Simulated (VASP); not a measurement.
Write the native input for VASP 6.6.1 that does the following.

| Quantity | Value |
| --- | --- |
| Task | single point |
| Functional | PBE |
| Potentials or basis | VASP PAW PBE potentials, release 64 (Ti_sv, Ru_pv, C) |
| Cutoff | 520 eV |
| k mesh | 7 × 7 × 7 |
| Occupations | gaussian, width 0.2 eV |
| Spin | no spin polarisation |
| Dipole correction | no |
| Further INCAR settings | ALGO = Normal; EDIFF = 1e-07; NBANDS = 34 |

The structure of Ti2RuC3 lies in POSCAR:

```
Ti2RuC3
1.0
   -1.5274643460      1.5274643460      6.4511224888
    1.5274643460     -1.5274643460      6.4511224888
    1.5274643460      1.5274643460     -6.4511224888
Ti Ru C
2 1 3
Direct
    0.6674974501      0.6674974501      0.0000000000
    0.3325025499      0.3325025499      0.0000000000
    0.0000000000      0.0000000000      0.0000000000
    0.8330311454      0.8330311454      0.0000000000
    0.1669688546      0.1669688546      0.0000000000
    0.5000000000      0.5000000000      0.0000000000
```

One way to write it, as run:

INCAR

```
  PREC = Accurate
  ENCUT = 520
  EDIFF = 1E-7
  ISMEAR = 0
  SIGMA = 0.2
  LREAL = F
  LASPH = T
  NELM = 80
  ALGO = Normal
  ISIF = 2
  LWAVE = F
  LCHARG = T
  GGA = PE
  LELF = T
  LVHAR = T
  NBANDS = 34
```

KPOINTS

```
regular mesh
0
Gamma
  7 7 7
```

Potentials or basis: VASP PAW PBE potentials, release 64 (Ti_sv, Ru_pv, C).

Launch:

```sh
$ cat potpaw_PBE.64/Ti_sv/POTCAR potpaw_PBE.64/Ru_pv/POTCAR potpaw_PBE.64/C/POTCAR > POTCAR
$ mpirun -np 1 vasp_std > vasp.out
```

It gave:

* Pressure: 0.0 GPa
* Largest force: 0.020 eV/Å
* Band gap on the k mesh: zero (bands 25 and 26 overlap by 0.89 eV)

Run time: 14 min on 1 thread of Intel Xeon 8259CL (shared host), peak memory 0.43 GiB.
